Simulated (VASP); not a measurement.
# CaSe in VASP: a series of runs

Aim: see how the results for CaSe move with the level of theory and the settings. Levels: PBE, r2SCAN. Tasks: single point.

Program: VASP 6.6.1. These are calculated values, not measurements. Logs are shortened: lines on timing, memory, paths and dates and some standing lists are left out, and cuts for length are marked.

## (1) The cell of the first run

Symmetry: F-43m, No. 216, cubic system. Conventional cell: a = 6.461 Å, b = 6.461 Å, c = 6.461 Å, α = 90.00°, β = 90.00°, γ = 90.00°. Within 3.7 Å of Ca (site symmetry -43m) lie 4 Se at 2.80 Å. Se (site symmetry -43m) has 4 Ca at 2.80 Å within 3.7 Å.

## (2) Single point, PBE (strain -1.5%)

Contents of INCAR:

```
SYSTEM = CaSe
  PREC = Accurate
  ENCUT = 520
  EDIFF = 1E-6
  ISMEAR = -1
  SIGMA = 0.02
  LREAL = .False.
  LASPH = .True.
  NELM = 80
  ALGO = Normal
  ISIF = 2
  LWAVE = .False.
  LCHARG = .False.
  GGA = PE
  NBANDS = 15
```

Contents of KPOINTS:

```
regular mesh
0
Gamma
  6 6 6
  0 0 0
```

Contents of POSCAR:

```
CaSe
1.0
    0.0000000000      3.2303679506      3.2303679506
    3.2303679506      0.0000000000      3.2303679506
    3.2303679506      3.2303679506      0.0000000000
Ca Se
1 1
Direct
    0.0000000000      0.0000000000      0.0000000000
    0.2500000000      0.2500000000      0.2500000000
```

Potentials or basis: VASP PAW PBE potentials, release 64 (Ca_sv, Se).

Started as:

```
$ cat potpaw_PBE.64/Ca_sv/POTCAR potpaw_PBE.64/Se/POTCAR > POTCAR
$ mpirun -np 1 vasp_std > vasp.out
```

OUTCAR:

```text
SYSTEM = CaSe
   PREC = Accurate
   ENCUT = 520
   EDIFF = 1E-6
   ISMEAR = -1
   LREAL = .False.
   LASPH = .True.
   NELM = 80
   ISIF = 2
   GGA = PE

 ion  position               nearest neighbor table
   1  0.000  0.000  0.000-   2 2.80   2 2.80   2 2.80   2 2.80
   2  0.250  0.250  0.250-   1 2.80   1 2.80   1 2.80   1 2.80

  LATTYP: Found a face centered cubic cell.
 ALAT       =     6.4607359012

  Lattice vectors:

 A1 = (   0.0000000000,   3.2303679506,   3.2303679506)
 A2 = (   3.2303679506,   0.0000000000,   3.2303679506)
 A3 = (   3.2303679506,   3.2303679506,   0.0000000000)

Analysis of symmetry for initial positions (statically):
=====================================================================
 Subroutine PRICEL returns:
 Original cell was already a primitive cell.

 Routine SETGRP: Setting up the symmetry group for a
 face centered cubic supercell.

 Subroutine GETGRP returns: Found 24 space group operations
 (whereof 24 operations were pure point group operations)
 out of a pool of 48 trial point group operations.

The static configuration has the point symmetry T_d .

Analysis of symmetry for dynamics (positions and initial velocities):
=====================================================================
 Subroutine PRICEL returns:
 Original cell was already a primitive cell.

 Routine SETGRP: Setting up the symmetry group for a
 face centered cubic supercell.

 Subroutine GETGRP returns: Found 24 space group operations
 (whereof 24 operations were pure point group operations)
 out of a pool of 48 trial point group operations.

The dynamic configuration has the point symmetry T_d .

 Subroutine INISYM returns: Found 24 space group operations
 (whereof 24 operations are pure point group operations),
 and found     1 'primitive' translations

----------------------------------------------------------------------------------------

                                     Primitive cell

  volume of cell :      67.4196

  direct lattice vectors                    reciprocal lattice vectors
     0.000000000  3.230367951  3.230367951    -0.154781129  0.154781129  0.154781129
     3.230367951  0.000000000  3.230367951     0.154781129 -0.154781129  0.154781129
     3.230367951  3.230367951  0.000000000     0.154781129  0.154781129 -0.154781129

  length of vectors
     4.568430167  4.568430167  4.568430167     0.268088780  0.268088780  0.268088780

  position of ions in fractional coordinates (direct lattice)
     0.000000000  0.000000000  0.000000000
     0.250000000  0.250000000  0.250000000

  ion indices of the primitive-cell ions
   primitive index   ion index
                 1           1
                 2           2

----------------------------------------------------------------------------------------

 KPOINTS: regular mesh

Automatic generation of k-mesh.
 Grid dimensions read from file:
 generate k-points for:    6    6    6

 Generating k-lattice:

  Cartesian coordinates                     Fractional coordinates (reciprocal lattice)
    -0.025796855  0.025796855  0.025796855     0.166666667  0.000000000  0.000000000
     0.025796855 -0.025796855  0.025796855     0.000000000  0.166666667  0.000000000
     0.025796855  0.025796855 -0.025796855     0.000000000  0.000000000  0.166666667

  Length of vectors
     0.044681463  0.044681463  0.044681463

  Shift w.r.t. Gamma in fractional coordinates (k-lattice)
     0.000000000  0.000000000  0.000000000

 Subroutine IBZKPT returns following result:
 ===========================================

 Found     16 irreducible k-points:

 Following reciprocal coordinates:
            Coordinates               Weight
  0.000000  0.000000  0.000000      1.000000
  0.166667  0.000000  0.000000      8.000000
  0.333333  0.000000  0.000000      8.000000
  0.500000  0.000000  0.000000      4.000000
  0.166667  0.166667  0.000000      6.000000
  0.333333  0.166667  0.000000     24.000000
[... 8 lines left out ...]
 -0.333333  0.333333  0.166667     24.000000
 -0.333333  0.500000  0.166667     12.000000
   k-points           NKPTS =     16   k-points in BZ     NKDIM =     16   number of bands    NBANDS=     15
   number of dos      NEDOS =    301   number of ions     NIONS =      2
   total plane-waves  NPLWV =  46656
   dimension x,y,z NGX =    36 NGY =   36 NGZ =   36
   dimension x,y,z NGXF=    72 NGYF=   72 NGZF=   72
   ions per type =               1   1
   NGX,Y,Z   is equivalent  to a cutoff of  13.10, 13.10, 13.10 a.u.
   NGXF,Y,Z  is equivalent  to a cutoff of  26.20, 26.20, 26.20 a.u.
 SYSTEM =  CaSe
   PREC   = accura    normal or accurate (medium, high low for compatibility)
   ISTART =      0    job   : 0-new  1-cont  2-samecut
   ICHARG =      2    charge: 1-file 2-atom 10-const
   ISPIN  =      1    spin polarized calculation?
   LNONCOLLINEAR =      F non collinear calculations
   LSORBIT =      F    spin-orbit coupling
   LASPH  =      T    aspherical Exc in radial PAW
   ENCUT  =  520.0 eV  38.22 Ry    6.18 a.u.   8.49  8.49  8.49*2*pi/ulx,y,z
   NELM   =     80;   NELMIN=  2; NELMDL= -5     # of ELM steps
   EDIFF  = 0.1E-05   stopping-criterion for ELM
   LREAL  =      F    real-space projection
   EDIFFG = 0.1E-04   stopping-criterion for IOM
   NSW    =      0    number of steps for IOM
   IBRION =     -1    ionic relax: 0-MD 1-quasi-New 2-CG
   NFREE  =      0    steps in history (QN), initial steepest desc. (CG)
   ISIF   =      2    stress and relaxation
   ISYM   =      2    0-nonsym 1-usesym 2-fastsym
   POTIM  = 0.5000    time-step for ionic-motion
   TEBEG  =    0.0;   TEEND  =   0.0 temperature during run
   PSTRESS=    0.0 pullay stress
   NELECT =      16.0000    total number of electrons
   NUPDOWN=      -1.0000    fix difference up-down
   EMIN   =  10.00;   EMAX   =-10.00  energy-range for DOS
   EFERMI =   0.00;   METHOD = LEGACY
   ISMEAR =    -1;   SIGMA  =   0.02  broadening in eV -4-tet -1-fermi 0-gaus
   EFERMI_NEDOS =   21; number of points for ismear=-14 and -15
   IALGO  =     38    algorithm
   IMIX   =      4    mixing-type and parameters
     AMIX     =   0.40;   BMIX     =  1.00
     AMIX_MAG =   1.60;   BMIX_MAG =  1.00
  volume/ion in A,a.u.               =      33.71       227.48
  Fermi-wavevector in a.u.,A,eV,Ry     =   1.013568  1.915366 13.977535  1.027320
  Thomas-Fermi vector in A             =   2.146744
   LORBIT       =      0    0 simple, 1 ext, 2 COOP (PROOUT), +10 PAW based schemes
   GGA     = PE    functional components
   LHFCALC =     F    Hartree Fock is set to
   AEXX    =    0.0000 exact exchange contribution
   IVDW    =     0    specifies the selected vdW correction
   LEPSILON=     F    determine dielectric tensor
   LRPA    =     F    only Hartree local field effects (RPA)
 non-spin polarized calculation
  energy-cutoff  :      520.00
  volume of cell :       67.42
 maximum number of plane-waves:      1837
 NGX is ok and might be reduce to    36
   NGX = 17   NGY = 17   NGZ = 17

 number of electron      16.0000000 magnetization

 Free energy of the ion-electron system (eV)
  ---------------------------------------------------
  ext. energy  EPLUGINS =         0.00000000
  ---------------------------------------------------
  free energy    TOTEN  =        -8.94019592 eV

  energy without entropy =       -8.94019592  energy(sigma->0) =       -8.94019592

 E-fermi :   0.4284     XC(G=0):  -7.7929

 val. band max:       -0.1198845781   @ k =  -0.3333   0.3333   0.0000
 cond. band min:       3.2240327437   @ k =   0.0000   0.0000   0.0000
 fundamental gap:      3.3439173218
 Fermi energy:         0.4284035626

 k-point     1 :       0.0000    0.0000    0.0000
  band No.  band energies     occupation
      1     -38.9893      2.00000
      2     -20.0182      2.00000
      3     -20.0182      2.00000
      4     -20.0182      2.00000
      5     -10.5039      2.00000
      6      -0.2356      2.00000
      7      -0.2356      2.00000
      8      -0.2356      2.00000
      9       3.2240      0.00000
     10       5.3645      0.00000
     11       5.3645      0.00000
     12       7.5206      0.00000
     13       7.5206      0.00000
     14       7.5206      0.00000
     15       9.2272      0.00000

 k-point     2 :       0.1667    0.0000    0.0000
  band No.  band energies     occupation
      1     -38.9887      2.00000
      2     -20.0325      2.00000
      3     -20.0199      2.00000
      4     -20.0199      2.00000
      5     -10.4307      2.00000
      6      -0.6502      2.00000
      7      -0.2077      2.00000
      8      -0.2077      2.00000
      9       4.0123      0.00000
     10       5.2375      0.00000
     11       5.2375      0.00000
     12       7.0389      0.00000
     13       7.5146      0.00000
     14       7.5146      0.00000
     15       8.4884      0.00000

 k-point     3 :       0.3333    0.0000    0.0000
  band No.  band energies     occupation
      1     -38.9875      2.00000
      2     -20.0608      2.00000
      3     -20.0233      2.00000
      4     -20.0233      2.00000
      5     -10.2829      2.00000
      6      -1.1925      2.00000
      7      -0.1600      2.00000
      8      -0.1600      2.00000
      9       5.0336      0.00000
     10       5.2607      0.00000
     11       5.2607      0.00000
     12       6.1997      0.00000
     13       6.9532      0.00000
     14       6.9532      0.00000
     15       8.2609      0.00000

 k-point     4 :       0.5000    0.0000    0.0000
  band No.  band energies     occupation
      1     -38.9869      2.00000
      2     -20.0747      2.00000
      3     -20.0250      2.00000
      4     -20.0250      2.00000
      5     -10.2081      2.00000
      6      -1.3893      2.00000
      7      -0.1407      2.00000
      8      -0.1407      2.00000
      9       5.0796      0.00000
     10       5.4936      0.00000
     11       5.4936      0.00000
     12       5.9015      0.00000
     13       6.4209      0.00000
     14       6.4209      0.00000
     15       9.0868      0.00000
[... 163 lines left out ...]
 k-point    14 :       0.5000    0.3333    0.1667
  band No.  band energies     occupation
      1     -38.9867      2.00000
      2     -20.0657      2.00000
      3     -20.0362      2.00000
      4     -20.0287      2.00000
      5     -10.1858      2.00000
      6      -1.1465      2.00000
      7      -0.4565      2.00000
      8      -0.1555      2.00000
      9       4.1429      0.00000
     10       5.0778      0.00000
     11       5.7751      0.00000
     12       6.5639      0.00000
     13       6.9428      0.00000
     14       7.2078      0.00000
     15       8.9067      0.00000

 k-point    15 :      -0.3333    0.3333    0.1667
  band No.  band energies     occupation
      1     -38.9863      2.00000
      2     -20.0702      2.00000
      3     -20.0407      2.00000
      4     -20.0311      2.00000
      5     -10.1368      2.00000
      6      -1.0230      2.00000
      7      -0.6992      2.00000
      8      -0.1617      2.00000
      9       3.9557      0.00000
     10       5.0161      0.00000
     11       5.6880      0.00000
     12       6.5397      0.00000
     13       6.8265      0.00000
     14       7.8575      0.00000
     15       9.2040      0.00000

 k-point    16 :      -0.3333    0.5000    0.1667
  band No.  band energies     occupation
      1     -38.9861      2.00000
      2     -20.0730      2.00000
      3     -20.0399      2.00000
      4     -20.0348      2.00000
      5     -10.1126      2.00000
      6      -1.1563      2.00000
      7      -0.5212      2.00000
      8      -0.1931      2.00000
      9       3.6057      0.00000
     10       4.9615      0.00000
     11       5.9410      0.00000
     12       6.2326      0.00000
     13       6.7664      0.00000
     14       8.5157      0.00000
     15       9.4186      0.00000

------------------------ aborting loop because EDIFF is reached ----------------------------------------

  FORCE on cell =-STRESS in cart. coord.  units (eV):
  Direction    XX          YY          ZZ          XY          YZ          ZX
  --------------------------------------------------------------------------------------
  -------------------------------------------------------------------------------------
  Total        0.9586173      0.9586173      0.9586173      0.0000000      0.0000000      0.0000000
  in kB       22.7808474     22.7808474     22.7808474      0.0000000      0.0000000      0.0000000
  external PRESSURE =      22.7808474 kB  Pullay stress =       0.0000000 kB

 VOLUME and BASIS-vectors are now :
 -----------------------------------------------------------------------------
  energy-cutoff  :      520.00
  volume of cell :       67.42
      direct lattice vectors                 reciprocal lattice vectors
     0.000000000  3.230367951  3.230367951    -0.154781129  0.154781129  0.154781129
     3.230367951  0.000000000  3.230367951     0.154781129 -0.154781129  0.154781129
     3.230367951  3.230367951  0.000000000     0.154781129  0.154781129 -0.154781129

 POSITION                                       TOTAL-FORCE (eV/Angst)
 -----------------------------------------------------------------------------------
      0.00000      0.00000      0.00000        -0.000000     -0.000000     -0.000000
      1.61518      1.61518      1.61518         0.000000      0.000000      0.000000
 -----------------------------------------------------------------------------------
    total drift:                                0.000000      0.000000      0.000000

  FREE ENERGIE OF THE ION-ELECTRON SYSTEM (eV)
  ---------------------------------------------------
  free  energy   TOTEN  =        -8.9401959194 eV

  energy  without entropy=       -8.9401959194  energy(sigma->0) =       -8.94019592
```

Run time: 34 s. Hardware: 1 thread of Intel Xeon 8259CL, shared host; peak memory 0.21 GiB.

Results:

```
Free energy            : -8.9402 eV
Pressure               : 2.3 GPa
Band gap on the k mesh : 3.34 eV (least direct gap 3.46 eV)
```

Caveat: the cell differs from its parent crystal (strain -1.5%); the structure was generated, so it needn't be the stable form of CaSe.

## (3) Single point, r2SCAN (strain -1.5%)

POSCAR is that of step 2.

Contents of INCAR.step1:

```
SYSTEM = CaSe
  PREC = Accurate
  ENCUT = 520
  ISMEAR = 0
  SIGMA = 0.01
  LREAL = .False.
  LASPH = .True.
  NELM = 60
  NBANDS = 15
  GGA = PE
  ALGO = Normal
  EDIFF = 1E-4
  LWAVE = .True.
  LCHARG = .False.
```

Contents of INCAR.step2:

```
SYSTEM = CaSe
  PREC = Accurate
  ENCUT = 520
  EDIFF = 1E-6
  ISMEAR = 0
  SIGMA = 0.01
  LREAL = .False.
  LASPH = .True.
  NELM = 60
  ALGO = Normal
  ISIF = 2
  LWAVE = .False.
  LCHARG = .False.
  METAGGA = R2SCAN
  LMIXTAU = .True.
  NBANDS = 15
  ISTART = 1
```

KPOINTS is that of step 2.

Potentials or basis: VASP PAW PBE potentials, release 64 (Ca_sv, Se).

Started as:

```
$ cat potpaw_PBE.64/Ca_sv/POTCAR potpaw_PBE.64/Se/POTCAR > POTCAR
$ cp INCAR.step1 INCAR
$ mpirun -np 1 vasp_std > vasp.out
$ cp INCAR.step2 INCAR
$ mpirun -np 1 vasp_std > vasp.out
```

Wall time 2.2 min (1 thread of Intel Xeon 8259CL, shared host); peak memory 0.22 GiB.

Results (log left out):

| Item | Value |
| --- | --- |
| Free energy | -25.3394 eV |
| Pressure | 2.0 GPa |
| Band gap on the k mesh | 3.84 eV (least direct gap 3.94 eV) |

Levels at points of the mesh, in eV from the valence-band top:
```csv
k point,band 6,band 7,band 8,band 9,band 10,band 11
"(0.00, 0.00, 0.00)",-0.11,-0.11,-0.11,3.84,6.06,6.06
"(0.50, 0.00, 0.00)",-1.28,-0.01,-0.01,5.73,6.19,6.19
"(0.50, 0.50, 0.00)",-1.31,-0.03,-0.03,3.91,5.67,6.86
```

Caveat: the cell differs from its parent crystal (strain -1.5%); the structure was generated, so it needn't be the stable form of CaSe; the PAW data sets were made with another functional, which shifts forces and pressure a little. A k mesh can miss the band edges.

## (4) Single point, PBE (uniaxial z strain -0.5%)

Changes to INCAR since step 2:

```diff
@@ -8,3 +8,3 @@
   LASPH = .True.
-  NELM = 80
+  NELM = 60
   ALGO = Normal
```

Contents of KPOINTS:

```
Automatic mesh
0
Gamma
  6 6 6
  0 0 0
```

Contents of POSCAR:

```
CaSe
1.0
    0.0000000000      3.2795613712      3.2631635643
    3.2795613712      0.0000000000      3.2631635643
    3.2795613712      3.2795613712      0.0000000000
Ca Se
1 1
Direct
    0.0000000000      0.0000000000      0.0000000000
    0.2500000000      0.2500000000      0.2500000000
```

Potentials or basis: VASP PAW PBE potentials, release 64 (Ca_sv, Se).

Started as:

```
$ cat potpaw_PBE.64/Ca_sv/POTCAR potpaw_PBE.64/Se/POTCAR > POTCAR
$ mpirun -np 1 vasp_std > vasp.out
```

OUTCAR:

```text
SYSTEM = CaSe
   PREC = Accurate
   ENCUT = 520
   EDIFF = 1E-6
   ISMEAR = -1
   LREAL = .False.
   LASPH = .True.
   NELM = 60
   ISIF = 2
   GGA = PE

 ion  position               nearest neighbor table
   1  0.000  0.000  0.000-   2 2.84   2 2.84   2 2.84   2 2.84
   2  0.250  0.250  0.250-   1 2.84   1 2.84   1 2.84   1 2.84

  LATTYP: Found a body centered tetragonal cell.
 ALAT       =     4.6380001698
 C/A-ratio  =     1.4071424945

  Lattice vectors:

[... 616 lines left out ...]

 [... further k-points ...]

------------------------ aborting loop because EDIFF is reached ----------------------------------------

  FORCE on cell =-STRESS in cart. coord.  units (eV):
  Direction    XX          YY          ZZ          XY          YZ          ZX
  --------------------------------------------------------------------------------------
  -------------------------------------------------------------------------------------
  Total        0.3168728      0.3168728      0.3253490      0.0000000      0.0000000      0.0000000
  in kB        7.2326122      7.2326122      7.4260821      0.0000000      0.0000000      0.0000000
  external PRESSURE =       7.2971022 kB  Pullay stress =       0.0000000 kB

 VOLUME and BASIS-vectors are now :
 -----------------------------------------------------------------------------
  energy-cutoff  :      520.00
  volume of cell :       70.19
      direct lattice vectors                 reciprocal lattice vectors
     0.000000000  3.279561371  3.263163564    -0.152459413  0.152459413  0.153225540
     3.279561371  0.000000000  3.263163564     0.152459413 -0.152459413  0.153225540
     3.279561371  3.279561371  0.000000000     0.152459413  0.152459413 -0.153225540

 POSITION                                       TOTAL-FORCE (eV/Angst)
 -----------------------------------------------------------------------------------
      0.00000      0.00000      0.00000         0.000000      0.000000      0.000000
      1.63978      1.63978      1.63158        -0.000000     -0.000000     -0.000000
 -----------------------------------------------------------------------------------
    total drift:                                0.000000      0.000000      0.000000

  FREE ENERGIE OF THE ION-ELECTRON SYSTEM (eV)
  ---------------------------------------------------
  free  energy   TOTEN  =        -8.9662504377 eV

  energy  without entropy=       -8.9662504376  energy(sigma->0) =       -8.96625044
```

Wall time 60 s (1 thread of Intel Xeon 8259CL, shared host); peak memory 0.22 GiB.

Results:

| Property | Result |
| --- | --- |
| Free energy | -8.9663 eV |
| Pressure | 0.7 GPa |
| Band gap on the k mesh | 3.22 eV (least direct gap 3.31 eV) |

Caveat: the cell differs from its parent crystal (uniaxial z strain -0.5%); the structure was generated, so it needn't be the stable form of CaSe.

## (5) The runs side by side

| level | cell | smearing | gap on the mesh (eV) | pressure (GPa) |
| --- | --- | --- | --- | --- |
| PBE | a = 4.568 Å, angles 60.0°, 2 atoms | fermi-dirac 0.02 eV | 3.34 | 2.3 |
| r2SCAN | a = 4.568 Å, angles 60.0°, 2 atoms | gaussian 0.01 eV | 3.84 | 2.0 |
| PBE | a = 4.626, b = 4.626, c = 4.638 Å, angles 59.9, 59.9, 60.2°, 2 atoms | fermi-dirac 0.02 eV | 3.22 | 0.7 |

Alike in all rows: task single point; potentials or basis VASP PAW PBE potentials, release 64 (Ca_sv, Se); no spin polarisation; k mesh 6 × 6 × 6; cutoff (eV) 520.

Caveats: the structure was generated, so it needn't be the stable form of CaSe; the PAW data sets were made with another functional, which shifts forces and pressure a little (at least some runs).

Absolute energies hang on the potentials; compare differences alone.
